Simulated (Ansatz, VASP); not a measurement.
# One calculation of ZnS, two programs

```
Zn S
1.0
     6.07651    0.00000    0.00000
    -3.03826    5.26241    0.00000
     0.00000    0.00000    3.70012
Zn S
3 3
Direct
  0.61479 0.00000 0.66667
  0.00000 0.61479 0.33333
  0.38521 0.38521 0.00000
  0.36742 0.00000 0.16667
  0.00000 0.36742 0.83333
  0.63258 0.63258 0.50000
```

Alike in both runs: task single point; functional PBEsol; k mesh 6 × 6 × 8; occupations gaussian, width 0.02 eV; no spin polarisation.

|  | VASP | Ansatz |
| --- | --- | --- |
| version | VASP 6.6.1 | Ansatz 0.2.0 |
| potentials or method | VASP PAW PBE potentials, release 64 (Zn, S), cutoff 520 eV | scalar-relativistic, plane waves, PAW |
| valence electrons in the cell | 54 | 54 |

VASP gave:

* gap on the k mesh at the Fermi level (eV): 1.78
* least direct gap on the mesh (eV): 1.78
* pressure (GPa): -3.4
* rms of the force components (eV/Å): 0.032

Task: Estimate Ansatz's values.

Result: gap on the k mesh at the Fermi level (eV): 1.78; least direct gap on the mesh (eV): 1.78; pressure (GPa): -3.6; rms of the force components (eV/Å): 0.035.

VASP's potentials were made for PBE, not for PBEsol. Atom by atom the forces differ by 0.003 eV/Å (rms over components).
